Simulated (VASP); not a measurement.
# TiB2 (AlB2 type): single point with PBE

Crystal: TiB2 (AlB2 type).

```
Ti B
1.0
     2.92084    0.00000    0.00000
    -1.46042    2.52952    0.00000
     0.00000    0.00000    3.05765
Ti B
1 2
Direct
  0.00000 0.00000 0.00000
  0.33333 0.66667 0.50000
  0.66667 0.33333 0.50000
```

```
Program                : VASP 6.6.1
Task                   : single point
Functional             : PBE
Potentials or basis    : VASP PAW PBE potentials, release 64 (Ti_sv, B)
Cutoff                 : 500 eV
k mesh                 : 11 × 11 × 9
Occupations            : fermi-dirac, width 0.08 eV
Spin                   : no spin polarisation
Dipole correction      : no
Further INCAR settings : ALGO = Normal; EDIFF = 1e-06; NBANDS = 16
```

- Pressure: 41.2 GPa
- Band gap on the k mesh: zero (bands 9 and 10 overlap by 0.62 eV)

Stress tensor (GPa, compression positive):
```
41.29  0.00  0.00
 0.00 41.29  0.00
 0.00  0.00 41.17
```

Levels at points of the mesh, in eV from the Fermi level:
```tsv
k point	band 6	band 7	band 8	band 9	band 10	band 11	band 12	band 13
(0.00, 0.00, 0.00)	-2.97	-2.97	-2.35	-2.08	2.34	2.34	4.46	4.46
```

Wall time 43 s on 1 thread of Intel Xeon 8259CL, with other jobs on the host, peak memory 0.15 GiB.

Caveat: the cell stands under pressure.
